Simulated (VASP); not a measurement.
Al: single point with PBEsol+D3(BJ)

Crystal: Al.

```xyz
1
Lattice="0.0000 1.9974 1.9974 1.9974 0.0000 1.9974 1.9974 1.9974 0.0000" Properties=species:S:1:pos:R:3 pbc="T T T"
Al    0.0000    0.0000    0.0000
```

This cell differs from its parent crystal: volume scaled by 0.96.

| Quantity | Value |
| --- | --- |
| Program | VASP 6.6.1 |
| Task | single point |
| Functional | PBEsol |
| Dispersion | D3(BJ) |
| Potentials or basis | VASP PAW PBE potentials, release 64 (Al) |
| Cutoff | 520 eV |
| k mesh | 8 × 8 × 8 |
| Occupations | methfessel-paxton, width 0.1 eV |
| Spin | non-collinear spin, typed start |
| Starting moments | [[0.289, 0.289, 0.289]] μB |
| Dipole correction | no |
| Further INCAR settings | ALGO = Normal; EDIFF = 1e-06; NBANDS = 14 |

The pressure is -1.9 GPa and the band gap on the k mesh is zero (band 3 reaches 21.10 eV, above the bottom of band 4 at 3.89 eV). The net moment is 0.00 μB per cell and the valence electrons inside the program's atomic spheres are Al 0.78. The dispersion energy per atom is -0.329 eV.

Levels at points of the mesh, in eV from the Fermi level:
```
           k point  band 1  band 2  band 3  band 4  band 5  band 6  band 7
(0.00, 0.00, 0.00)  -11.45  -11.45   12.71   12.71   12.71   12.71   12.71
(0.50, 0.00, 0.00)   -4.81   -4.81   -4.50   -4.50   11.52   11.52   11.52
(0.50, 0.50, 0.50)   -4.81   -4.81   -4.50   -4.50   11.52   11.52   11.52
(0.50, 0.50, 0.00)   -3.08   -3.08   -1.69   -1.69    5.19    5.19    5.67
```

Moments on the atoms (μB; x, y, z):
```
Al  0.00 0.00 0.00
```

It took 15 s on 1 thread of Intel(R) Xeon(R) 6975P-C (Granite Rapids), on a shared host, peak memory 0.2 GiB.

Caveat: the PAW data sets were made with another functional, which shifts forces and pressure a little; pairwise dispersion overbinds metals, which lowers pressure and volume.
